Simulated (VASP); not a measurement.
A run of VASP 6.6.1 is set up as follows.

The input INCAR:

```
  PREC = Accurate
  ENCUT = 600
  EDIFF = 1E-6
  ISMEAR = -1
  SIGMA = 0.02
  LREAL = False
  LASPH = True
  NELM = 80
  ALGO = Normal
  ISIF = 3
  LWAVE = False
  LCHARG = False
  GGA = PS
  IBRION = 2
  NSW = 80
  EDIFFG = -0.01
```

KPOINTS

```
Automatic mesh
0
Gamma
  8 8 8
```

File POSCAR:

```
KMgF3
1.0
    3.9859000000      0.0000000000      0.0000000000
    0.0000000000      3.9859000000      0.0000000000
    0.0000000000      0.0000000000      3.9859000000
K Mg F
1 1 3
Direct
    0.5000000000      0.5000000000      0.5000000000
    0.0000000000      0.0000000000      0.0000000000
    0.5000000000      0.0000000000      0.0000000000
    0.0000000000      0.5000000000      0.0000000000
    0.0000000000      0.0000000000      0.5000000000
```

Potentials or basis: VASP PAW PBE potentials, release 64 (K_sv, Mg, F).

Launch:

```console
$ cat potpaw_PBE.64/K_sv/POTCAR potpaw_PBE.64/Mg/POTCAR potpaw_PBE.64/F/POTCAR > POTCAR
$ mpirun -np 1 vasp_std > vasp.out
```

(1) What does it give for the relaxed volume?

(2) What does it give for the band gap on the k mesh?

## Answers

(1) 12.64 Å³/atom.

(2) 7.14 eV (least direct gap 7.46 eV).

Caveat: the PAW data sets were made with another functional, which shifts forces and pressure a little.
